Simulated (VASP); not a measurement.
Wanted: the native input for a VASP 6.6.1 run.

```
Task                   : single point
Functional             : PBEsol
Potentials or basis    : VASP PAW PBE potentials, release 64 (O)
Cutoff                 : 600 eV
k mesh                 : 22 × 22 × 22
Occupations            : gaussian, width 0.15 eV
Spin                   : no spin polarisation
Dipole correction      : no
Further INCAR settings : ALGO = Normal; EDIFF = 1e-06; NBANDS = 13
```

The structure of O lies in POSCAR:

```
O
1.0
    0.0000000000      1.8095498302      4.3266313333
    1.8157538629      0.0000000000      4.3266313333
    1.8157538629      1.8095498302      0.0000000000
O
2
Direct
    0.0675080576      0.0675080576      0.9324919424
    0.9324919424      0.9324919424      0.0675080576
```

The input as run:

INCAR

```
SYSTEM = O
PREC = Accurate ; ENCUT = 600
EDIFF = 1E-6 ; ISMEAR = 0
SIGMA = 0.15 ; LREAL = .FALSE.
LASPH = .TRUE. ; NELM = 120
ALGO = Normal ; ISIF = 2
LWAVE = .FALSE. ; LCHARG = .TRUE.
GGA = PS ; LELF = .TRUE.
LVHAR = .TRUE. ; NBANDS = 13
GGA_COMPAT = .FALSE.
```

KPOINTS

```
Automatic mesh
0
G
  22 22 22
  0 0 0
```

Potentials or basis: VASP PAW PBE potentials, release 64 (O).

Launch:

```sh
$ cat potpaw_PBE.64/O/POTCAR > POTCAR
$ mpirun -np 1 vasp_std > vasp.out
```

It gave:

| Item | Value |
| --- | --- |
| Pressure | 6.5 GPa |
| Largest force | 5.232 eV/Å |
| Band gap on the k mesh | zero (bands 6 and 7 overlap by 1.81 eV) |

Caveat: the standard files for N, O and F lose accuracy on very short bonds; spin is off for a triplet molecule; the stress differs along the axes, from -7 to 34 GPa; this functional lacks dispersion, which holds the molecules together, so the pressure and a relaxed volume are unreliable; the PAW data sets were made with another functional, which shifts forces and pressure a little.

It took 19 min on 1 thread of Oxide Virtual Turin-like Processor (shared host), peak memory 0.55 GiB.
